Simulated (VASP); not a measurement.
InSb:

```xyz
2
Lattice="0.0000 3.2599 3.2599 3.2599 0.0000 3.2599 3.2599 3.2599 0.0000" Properties=species:S:1:pos:R:3 pbc="T T T"
In    0.0000    0.0000    0.0000
Sb    1.6300    1.6300    1.6300
```

Base run:

```yaml
Program: VASP 6.6.1
Functional: PBE0
Potentials_or_basis: VASP PAW PBE potentials, release 64 (In_d, Sb)
Cutoff: 520 eV
k_mesh: 4 × 4 × 4
Occupations: gaussian, width 0.1 eV
Spin: no spin polarisation
```

Its results: band gap on the k mesh 1.11 eV; pressure 0.0 GPa.

The run is repeated on the same cell with these changes: functional from PBE0 to HF; share of exact exchange from 0.25 to 1. What comes out?

Band gap on the k mesh 10.16 eV (least direct gap 11.64 eV); pressure -17.7 GPa.

Caveats: the PAW data sets were made with another functional, which shifts forces and pressure a little; spin-orbit coupling is left out, which moves the levels of the heavy elements; the cell stands under tension (at least some runs).

A k mesh can miss the band edges.
